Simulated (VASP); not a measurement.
# MgC18 in VASP: relaxation of the atoms with PBE

Aim: the relaxation of the atoms of MgC18 with PBE.

All numbers are computed with VASP 6.6.1; they aren't measurements. Logs are shortened: lines on timing, memory, paths and dates and some standing lists are left out, and cuts for length are marked.

## Step 1: The cell of the first run

The cell holds a slab with vacuum, 19 atoms: a = 7.398 Å, b = 7.398 Å, c = 12.000 Å, α = 90.00°, β = 90.00°, γ = 120.00°.

## Step 2: Relaxation of the atoms, PBE

INCAR reads:

```
SYSTEM = MgC18
PREC = Accurate
ENCUT = 520
EDIFF = 1E-7
ISMEAR = -1
SIGMA = 0.02
LREAL = Auto
LASPH = .TRUE.
NELM = 100
ALGO = Normal
ISIF = 2
LWAVE = .FALSE.
LCHARG = .FALSE.
GGA = PE
IBRION = 2
NSW = 45
EDIFFG = -0.08
LUSENCCL = .FALSE.
```

KPOINTS reads:

```
regular mesh
0
G
  2 2 1
  0 0 0
```

POSCAR reads:

```
MgC18
1.0
    7.3980000000      0.0000000000      0.0000000000
   -3.6990000000      6.4068560000      0.0000000000
    0.0000000000      0.0000000000     12.0000000000
C Mg
18 1
Direct
    0.0000000000      0.0000000000      0.0833333000
    0.2222222000      0.1111111000      0.0833333000
    0.0000000000      0.3333333000      0.0833333000
    0.2222222000      0.4444444000      0.0833333000
    0.0000000000      0.6666667000      0.0833333000
    0.2222222000      0.7777778000      0.0833333000
    0.3333333000      0.0000000000      0.0833333000
    0.5555556000      0.1111111000      0.0833333000
    0.3333333000      0.3333333000      0.0833333000
    0.5555556000      0.4444444000      0.0833333000
    0.3333333000      0.6666667000      0.0833333000
    0.5555556000      0.7777778000      0.0833333000
    0.6666667000      0.0000000000      0.0833333000
    0.8888889000      0.1111111000      0.0833333000
    0.6666667000      0.3333333000      0.0833333000
    0.8888889000      0.4444444000      0.0833333000
    0.6666667000      0.6666667000      0.0833333000
    0.8888889000      0.7777778000      0.0833333000
    0.0489280000      0.9658241000      0.2625000000
```

Potentials or basis: VASP PAW PBE potentials, release 64 (C, Mg).

Command:

```
$ cat potpaw_PBE.64/C/POTCAR potpaw_PBE.64/Mg/POTCAR > POTCAR
$ mpirun -np 1 vasp_std > vasp.out
```

OUTCAR:

```text
SYSTEM = MgC18
   PREC = Accurate
   ENCUT = 520
   EDIFF = 1E-7
   ISMEAR = -1
   LREAL = Auto
   LASPH = .TRUE.
   NELM = 100
   ISIF = 2
   GGA = PE
   IBRION = 2
   NSW = 45
   EDIFFG = -0.08

 ion  position               nearest neighbor table
   1  0.000  0.000  0.083-   2 1.42  14 1.42  18 1.42  19 2.22
   2  0.222  0.111  0.083-   1 1.42   7 1.42   9 1.42  19 2.46
   3  0.000  0.333  0.083-   4 1.42  16 1.42  14 1.42
   4  0.222  0.444  0.083-   3 1.42   9 1.42  11 1.42
   5  0.000  0.667  0.083-   6 1.42  18 1.42  16 1.42
   6  0.222  0.778  0.083-   5 1.42  11 1.42   7 1.42
   7  0.333  0.000  0.083-   2 1.42   6 1.42   8 1.42
   8  0.556  0.111  0.083-  13 1.42  15 1.42   7 1.42
   9  0.333  0.333  0.083-   4 1.42   2 1.42  10 1.42
  10  0.556  0.444  0.083-  15 1.42   9 1.42  17 1.42
  11  0.333  0.667  0.083-   6 1.42  12 1.42   4 1.42
  12  0.556  0.778  0.083-  17 1.42  13 1.42  11 1.42
  13  0.667  0.000  0.083-  14 1.42   8 1.42  12 1.42
  14  0.889  0.111  0.083-  13 1.42   1 1.42   3 1.42
  15  0.667  0.333  0.083-  16 1.42  10 1.42   8 1.42
  16  0.889  0.444  0.083-  15 1.42   3 1.42   5 1.42
  17  0.667  0.667  0.083-  18 1.42  12 1.42  10 1.42
  18  0.889  0.778  0.083-  17 1.42   5 1.42   1 1.42  19 2.51
  19  0.049  0.966  0.263-   1 2.22   2 2.46  18 2.51

  LATTYP: Found a hexagonal cell.
 ALAT       =     7.3980000000
 C/A-ratio  =     1.6220600162

  Lattice vectors:

 A1 = (   7.3980000000,   0.0000000000,   0.0000000000)
 A2 = (  -3.6990000000,   6.4068560000,   0.0000000000)
 A3 = (   0.0000000000,   0.0000000000,  12.0000000000)

Analysis of symmetry for initial positions (statically):
=====================================================================
 Subroutine PRICEL returns:
 Original cell was already a primitive cell.

 Routine SETGRP: Setting up the symmetry group for a
 hexagonal supercell.

 Subroutine GETGRP returns: Found  1 space group operations
 (whereof  1 operations were pure point group operations)
 out of a pool of 24 trial point group operations.

The static configuration has the point symmetry C_1 .

Analysis of symmetry for dynamics (positions and initial velocities):
=====================================================================
 Subroutine PRICEL returns:
 Original cell was already a primitive cell.

 Routine SETGRP: Setting up the symmetry group for a
 hexagonal supercell.

 Subroutine GETGRP returns: Found  1 space group operations
 (whereof  1 operations were pure point group operations)
 out of a pool of 24 trial point group operations.

The dynamic configuration has the point symmetry C_1 .

 Subroutine INISYM returns: Found  1 space group operations
 (whereof  1 operations are pure point group operations),
 and found     1 'primitive' translations

----------------------------------------------------------------------------------------

                                     Primitive cell

  volume of cell :     568.7750

  direct lattice vectors                    reciprocal lattice vectors
     7.398000000  0.000000000  0.000000000     0.135171668  0.078041398 -0.000000000
    -3.699000000  6.406856000  0.000000000     0.000000000  0.156082796  0.000000000
     0.000000000  0.000000000 12.000000000     0.000000000 -0.000000000  0.083333333

  length of vectors
     7.398000000  7.398000054 12.000000000     0.156082797  0.156082796  0.083333333

  position of ions in fractional coordinates (direct lattice)
     0.000000000  0.000000000  0.083333300
     0.222222200  0.111111100  0.083333300
     0.000000000  0.333333300  0.083333300
     0.222222200  0.444444400  0.083333300
     0.000000000  0.666666700  0.083333300
     0.222222200  0.777777800  0.083333300
[... 11 lines left out ...]
     0.888888900  0.777777800  0.083333300
     0.048928000  0.965824100  0.262500000

  ion indices of the primitive-cell ions
   primitive index   ion index
                 1           1
                 2           2
                 3           3
                 4           4
                 5           5
                 6           6
[... 11 lines left out ...]
                18          18
                19          19

----------------------------------------------------------------------------------------

 KPOINTS: regular mesh

Automatic generation of k-mesh.
 Grid dimensions read from file:
 generate k-points for:    2    2    1

 Generating k-lattice:

  Cartesian coordinates                     Fractional coordinates (reciprocal lattice)
     0.067585834  0.039020699 -0.000000000     0.500000000  0.000000000  0.000000000
     0.000000000  0.078041398  0.000000000     0.000000000  0.500000000  0.000000000
     0.000000000 -0.000000000  0.083333333     0.000000000  0.000000000  1.000000000

  Length of vectors
     0.078041399  0.078041398  0.083333333

  Shift w.r.t. Gamma in fractional coordinates (k-lattice)
     0.000000000  0.000000000  0.000000000

 Subroutine IBZKPT returns following result:
 ===========================================

 Found      4 irreducible k-points:

 Following reciprocal coordinates:
            Coordinates               Weight
  0.000000  0.000000  0.000000      1.000000
  0.500000  0.000000  0.000000      1.000000
  0.000000  0.500000  0.000000      1.000000
  0.500000  0.500000  0.000000      1.000000
   k-points           NKPTS =      4   k-points in BZ     NKDIM =      4   number of bands    NBANDS=     47
   number of dos      NEDOS =    301   number of ions     NIONS =     19
   total plane-waves  NPLWV = 282240
   dimension x,y,z NGX =    56 NGY =   56 NGZ =   90
   dimension x,y,z NGXF=   112 NGYF=  112 NGZF=  180
   ions per type =              18   1
   NGX,Y,Z   is equivalent  to a cutoff of  12.58, 12.58, 12.47 a.u.
   NGXF,Y,Z  is equivalent  to a cutoff of  25.17, 25.17, 24.94 a.u.
 SYSTEM =  MgC18
   PREC   = accura    normal or accurate (medium, high low for compatibility)
   ISTART =      0    job   : 0-new  1-cont  2-samecut
   ICHARG =      2    charge: 1-file 2-atom 10-const
   ISPIN  =      1    spin polarized calculation?
   LNONCOLLINEAR =      F non collinear calculations
   LSORBIT =      F    spin-orbit coupling
   LASPH  =      T    aspherical Exc in radial PAW
   ENCUT  =  520.0 eV  38.22 Ry    6.18 a.u.  13.76 13.76 22.31*2*pi/ulx,y,z
   NELM   =    100;   NELMIN=  2; NELMDL= -5     # of ELM steps
   EDIFF  = 0.1E-06   stopping-criterion for ELM
   LREAL  =      T    real-space projection
   EDIFFG = -.8E-01   stopping-criterion for IOM
   NSW    =     45    number of steps for IOM
   IBRION =      2    ionic relax: 0-MD 1-quasi-New 2-CG
   NFREE  =      1    steps in history (QN), initial steepest desc. (CG)
   ISIF   =      2    stress and relaxation
   ISYM   =      2    0-nonsym 1-usesym 2-fastsym
   POTIM  = 0.5000    time-step for ionic-motion
   TEBEG  =    0.0;   TEEND  =   0.0 temperature during run
   PSTRESS=    0.0 pullay stress
   NELECT =      74.0000    total number of electrons
   NUPDOWN=      -1.0000    fix difference up-down
   EMIN   =  10.00;   EMAX   =-10.00  energy-range for DOS
   EFERMI =   0.00;   METHOD = LEGACY
   ISMEAR =    -1;   SIGMA  =   0.02  broadening in eV -4-tet -1-fermi 0-gaus
   EFERMI_NEDOS =   21; number of points for ismear=-14 and -15
   IALGO  =     38    algorithm
   IMIX   =      4    mixing-type and parameters
     AMIX     =   0.40;   BMIX     =  1.00
     AMIX_MAG =   1.60;   BMIX_MAG =  1.00
  volume/ion in A,a.u.               =      29.94       202.01
  Fermi-wavevector in a.u.,A,eV,Ry     =   0.829542  1.567608  9.362720  0.688140
  Thomas-Fermi vector in A             =   1.942107
   LORBIT       =      0    0 simple, 1 ext, 2 COOP (PROOUT), +10 PAW based schemes
   GGA     = PE    functional components
   LHFCALC =     F    Hartree Fock is set to
   AEXX    =    0.0000 exact exchange contribution
   IVDW    =     0    specifies the selected vdW correction
   LEPSILON=     F    determine dielectric tensor
   LRPA    =     F    only Hartree local field effects (RPA)
 conjugate gradient relaxation of ions
 non-spin polarized calculation
  energy-cutoff  :      520.00
  volume of cell :      568.78
 maximum number of plane-waves:     15363
 NGX is ok and might be reduce to    56
   NGX = 27   NGY = 27   NGZ = 45

--------------------------------------- Ionic step        1  -------------------------------------------

 number of electron      74.0000001 magnetization

 Free energy of the ion-electron system (eV)
  ---------------------------------------------------
  ext. energy  EPLUGINS =         0.00000000
  ---------------------------------------------------
  free energy    TOTEN  =      -165.14913403 eV

  energy without entropy =     -165.11646529  energy(sigma->0) =     -165.13279966

------------------------ aborting loop because EDIFF is reached ----------------------------------------

  FORCE on cell =-STRESS in cart. coord.  units (eV):
  Direction    XX          YY          ZZ          XY          YZ          ZX
  --------------------------------------------------------------------------------------
  -------------------------------------------------------------------------------------
  Total        4.0414495      4.3394558      1.7878333      0.4225682     -0.2338961      0.3771492
  in kB       11.3843229     12.2237742      5.0361315      1.1903286     -0.6588598      1.0623882
  external PRESSURE =       9.5480762 kB  Pullay stress =       0.0000000 kB
[... 140 lines left out ...]
  FREE ENERGIE OF THE ION-ELECTRON SYSTEM (eV)
  ---------------------------------------------------
  free  energy   TOTEN  =      -165.1917949484 eV

  energy  without entropy=     -165.1591183567  energy(sigma->0) =     -165.17545665

[... ionic steps 4 to 31 ...]

--------------------------------------- Ionic step       32  -------------------------------------------

 number of electron      74.0000000 magnetization

------------------------ aborting loop because EDIFF is reached ----------------------------------------

  FORCE on cell =-STRESS in cart. coord.  units (eV):
  Direction    XX          YY          ZZ          XY          YZ          ZX
  --------------------------------------------------------------------------------------
  -------------------------------------------------------------------------------------
  Total       -1.0215178      4.0446160      0.0362793      3.6397430     -0.0080422      0.0117848
  in kB       -2.8775042     11.3932425      0.1021948     10.2527594     -0.0226540      0.0331964
  external PRESSURE =       2.8726444 kB  Pullay stress =       0.0000000 kB
[... 91 lines left out ...]
  energy  without entropy=     -165.6184638449  energy(sigma->0) =     -165.62026126

--------------------------------------- Ionic step       34  -------------------------------------------

 number of electron      74.0000000 magnetization

 Free energy of the ion-electron system (eV)
  ---------------------------------------------------
  ext. energy  EPLUGINS =         0.00000000
  ---------------------------------------------------
  free energy    TOTEN  =      -165.62301111 eV

  energy without entropy =     -165.61939535  energy(sigma->0) =     -165.62120323

 E-fermi :  -1.5053     XC(G=0):  -4.4842

 val. band max:       -1.5815342845   @ k =   0.0000   0.0000   0.0000
 cond. band min:      -1.4291007607   @ k =   0.0000   0.0000   0.0000
 fundamental gap:      0.1524335238
 Fermi energy:        -1.5053089596

 k-point     1 :       0.0000    0.0000    0.0000
  band No.  band energies     occupation
      1     -21.0244      2.00000
      2     -18.4469      2.00000
      3     -18.4446      2.00000
      4     -18.4416      2.00000
      5     -18.4368      2.00000
      6     -18.4363      2.00000
[... 39 lines left out ...]
     46       3.3441      0.00000
     47       3.4212      0.00000

 k-point     2 :       0.5000    0.0000    0.0000
  band No.  band energies     occupation
      1     -20.3714      2.00000
      2     -20.3678      2.00000
      3     -19.0805      2.00000
      4     -19.0775      2.00000
      5     -16.5959      2.00000
      6     -16.5953      2.00000
[... 39 lines left out ...]
     46       2.7973      0.00000
     47       3.0763      0.00000

 k-point     3 :       0.0000    0.5000    0.0000
  band No.  band energies     occupation
      1     -20.3712      2.00000
      2     -20.3678      2.00000
      3     -19.0819      2.00000
      4     -19.0769      2.00000
      5     -16.5968      2.00000
      6     -16.5953      2.00000
[... 39 lines left out ...]
     46       2.7973      0.00000
     47       3.0763      0.00000

 k-point     4 :       0.5000    0.5000    0.0000
  band No.  band energies     occupation
      1     -20.3727      2.00000
      2     -20.3695      2.00000
      3     -19.0768      2.00000
      4     -19.0729      2.00000
      5     -16.5987      2.00000
      6     -16.5973      2.00000
[... 85 lines left out ...]
  FREE ENERGIE OF THE ION-ELECTRON SYSTEM (eV)
  ---------------------------------------------------
  free  energy   TOTEN  =      -165.6230111098 eV

  energy  without entropy=     -165.6193953530  energy(sigma->0) =     -165.62120323

 reached required accuracy - stopping structural energy minimisation
```

It took 13 min on 1 × NVIDIA H100 80GB with 1 thread of Intel Xeon Platinum 8481C at 2.70GHz (Sapphire Rapids), shared host; peak memory 1.4 GiB.

Results:

```yaml
Free_energy: -165.6230 eV
Energy_gained_by_relaxing: 24.9 meV/atom
Ionic_steps: 34
Largest_force_after_relaxing: 0.059 eV/Å
Band_gap_on_the_k_mesh: 0.15 eV
```

Forces on the atoms (eV/Å):
```
C    0.037  0.006 -0.001
C   -0.050 -0.025 -0.017
C   -0.001 -0.027 -0.001
C    0.011  0.012 -0.035
C   -0.034 -0.007  0.025
C    0.024  0.029  0.042
C    0.010 -0.007 -0.004
C    0.012 -0.038 -0.030
C   -0.005 -0.001  0.022
C   -0.008  0.035  0.034
C    0.008  0.001 -0.025
C   -0.028 -0.015 -0.036
C   -0.025  0.024  0.034
C   -0.005  0.032  0.026
C    0.026 -0.007 -0.031
C   -0.006  0.012 -0.026
C    0.040 -0.037 -0.016
C   -0.009  0.014 -0.008
Mg   0.003 -0.002  0.048
```

The path:
```tsv
step	energy change (eV)	largest force (eV/Å)	pressure (GPa)
1	0.0000	0.9480	0.95
2	-0.0339	0.9479	0.89
3	-0.0427	0.7032	0.91
4	-0.0671	0.7942	0.83
5	-0.0693	0.5957	0.84
6	-0.0987	0.4599	0.78
7	-0.1208	0.5566	0.71
8	-0.1435	0.4055	0.66
9	-0.1496	0.5511	0.63
10	-0.1684	0.3727	0.60
11	-0.1921	0.5682	0.53
12	-0.2053	0.5254	0.50
13	-0.2322	0.6500	0.44
14	-0.2186	0.9592	0.34
15	-0.2384	0.7294	0.40
16	-0.2621	0.5991	0.37
17	-0.2895	0.7693	0.31
18	-0.3133	0.6398	0.29
19	-0.3417	0.5386	0.24
20	-0.3638	0.5197	0.23
21	-0.3796	0.5613	0.24
22	-0.4044	0.4639	0.25
23	-0.4175	0.6328	0.26
24	-0.4426	0.2849	0.26
25	-0.4459	0.2993	0.26
26	-0.4556	0.2164	0.27
27	-0.4561	0.2329	0.28
28	-0.4615	0.1667	0.28
29	-0.4617	0.2268	0.28
30	-0.4674	0.1432	0.28
31	-0.4702	0.2227	0.28
32	-0.4727	0.1640	0.29
33	-0.4729	0.1177	0.29
34	-0.4739	0.0587	0.29
```

Final structure:
```xyz
19
Lattice="7.3980 0.0000 0.0000 -3.6990 6.4069 0.0000 0.0000 0.0000 12.0000" Properties=species:S:1:pos:R:3 pbc="T T T"
C     7.3794    0.0110    0.9119
C     1.2259    0.7168    0.9151
C     6.1465    2.1469    0.9194
C    -0.0085    2.8517    0.9227
C     4.9144    4.2821    0.9143
C    -1.2413    4.9868    0.9138
C     2.4479    0.0114    0.9168
C     3.6909    0.7171    0.9223
C     1.2146    2.1472    0.9166
C     2.4574    2.8518    0.9180
C    -0.0186    4.2824    0.9234
C     1.2248    4.9879    0.9231
C     4.9139    0.0114    0.9165
C     6.1569    0.7155    0.9122
C     3.6799    2.1474    0.9240
C     4.9239    2.8512    0.9224
C     2.4466    4.2832    0.9200
C     3.6909    4.9867    0.9148
Mg   -2.9712    6.0472    4.6227
```

Caveat: the k points lie up to 0.49 Å⁻¹ apart; the relaxation stopped at a loose force limit of 0.08 eV/Å, so its end isn't a converged minimum.
